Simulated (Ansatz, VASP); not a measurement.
Two plane-wave programs on ZnS

INCAR

```
PREC = Accurate
ENCUT = 520
EDIFF = 1E-6
ISMEAR = 0
SIGMA = 0.05
LREAL = False
LASPH = True
NELM = 100
ALGO = Normal
ISIF = 2
LWAVE = False
LCHARG = False
GGA = PE
NBANDS = 46
```

KPOINTS

```
regular mesh
0
Gamma
  12 12 2
```

POSCAR

```
ZnS
1.0
    3.8467234448      0.0000000000      0.0000000000
   -1.9233617224      3.3313602246      0.0000000000
    0.0000000000      0.0000000000     12.5902250307
Zn S
4 4
Direct
    0.0000000000      0.0000000000      0.0000503469
    0.0000000000      0.0000000000      0.5000503469
    0.3333333333      0.6666666667      0.2500245139
    0.6666666667      0.3333333333      0.7500245139
    0.0155383404     -0.0424515353      0.1872896977
    0.0000000000      0.0000000000      0.6872896977
    0.3333333333      0.6666666667      0.4376354415
    0.6666666667      0.3333333333      0.9376354415
```

Input for Ansatz:

```yaml
crystal:
  lattice:
    - [3.8467234448, 0.0, 0.0]
    - [-1.9233617224, 3.3313602246, 0.0]
    - [0.0, 0.0, 12.5902250307]
  atoms:
    - { symbol: Zn, position: [0.0, 0.0, 5.03469e-05] }
    - { symbol: Zn, position: [0.0, 0.0, 0.5000503469] }
    - { symbol: Zn, position: [0.3333333333, 0.6666666667, 0.2500245139] }
    - { symbol: Zn, position: [0.6666666667, 0.3333333333, 0.7500245139] }
    - { symbol: S, position: [0.0155383404, -0.0424515353, 0.1872896977] }
    - { symbol: S, position: [0.0, 0.0, 0.6872896977] }
    - { symbol: S, position: [0.3333333333, 0.6666666667, 0.4376354415] }
    - { symbol: S, position: [0.6666666667, 0.3333333333, 0.9376354415] }
basis:
  ecutwfc: 420
kpoints:
  mp_grid: { grid: [12, 12, 2] }
hamiltonian:
  xc: pbe
scf:
  occupations: { method: gaussian, width: 0.05 }
output:
  forces: true
  stress: true
  eigenvalues: true
```

Alike in both runs: task single point; functional PBE; k mesh 12 × 12 × 2; occupations gaussian, width 0.05 eV; no spin polarisation.

|  | VASP | Ansatz |
| --- | --- | --- |
| version | VASP 6.6.1 | Ansatz 0.2.0 |
| potentials or method | VASP PAW PBE potentials, release 64 (Zn, S), cutoff 520 eV | scalar-relativistic, plane waves, PAW |
| valence electrons in the cell | 72 | 72 |

```csv
,VASP,Ansatz,Ansatz less VASP
gap on the k mesh at the Fermi level (eV),2.00,2.00,-0.005
least direct gap on the mesh (eV),2.00,2.00,-0.005
pressure (GPa),0.5,0.4,-0.16
"traceless stress, the component that is largest in VASP (GPa)",-0.83,-0.82,+0.008
rms of the force components (eV/Å),0.439,0.436,-0.0027
```

Atom by atom the forces differ by 0.003 eV/Å (rms over components).
